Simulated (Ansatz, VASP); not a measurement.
**TaSi2: VASP beside Ansatz**

```xyz
9
Lattice="4.7329 0.0000 0.0000 -2.3665 4.0988 0.0000 0.0000 0.0000 6.5184" Properties=species:S:1:pos:R:3 pbc="T T T"
Ta   -1.1832    2.0494    1.0864
Ta    1.1832    2.0494    5.4320
Ta    2.3665    0.0000    3.2592
Si    2.3665    2.7926    3.2592
Si   -1.2352    3.4457    5.4320
Si    1.2352    3.4457    1.0864
Si    0.0000    1.3062    3.2592
Si    3.6017    0.6531    5.4320
Si    1.1312    0.6531    1.0864
```

Alike in both runs: functional LDA; k mesh 9 × 9 × 6; occupations gaussian, width 0.1 eV; no spin polarisation.

Ansatz relaxed the structure, and its values are those at the end. VASP's run is a single point on that final structure, the one shown.

```csv
,VASP,Ansatz
version,VASP 6.6.1,Ansatz 0.2.0
potentials or method,"VASP PAW LDA potentials, release 64 (Ta_pv, Si), cutoff 520 eV","scalar-relativistic, plane waves, PAW"
valence electrons in the cell,57,63
```

|  | VASP | Ansatz | Ansatz less VASP |
| --- | --- | --- | --- |
| gap on the k mesh at the Fermi level (eV) | none | none | - |
| pressure (GPa) | 0.6 | 0.0 | -0.57 |
| rms of the force components (eV/Å) | 0.003 | 0.000 | -0.0030 |

Ansatz warns that its potentials were made for another functional, while VASP's fit it. LDA's correlation is that of Perdew and Zunger in VASP and of Perdew and Wang (1992) in Ansatz. A gap of «none» marks a metal or a gap that the smearing closes. VASP's potentials hold 57 valence electrons a cell and Ansatz's 63, so a difference there can come from the potentials and not from the codes.

Spin-orbit coupling is off throughout.
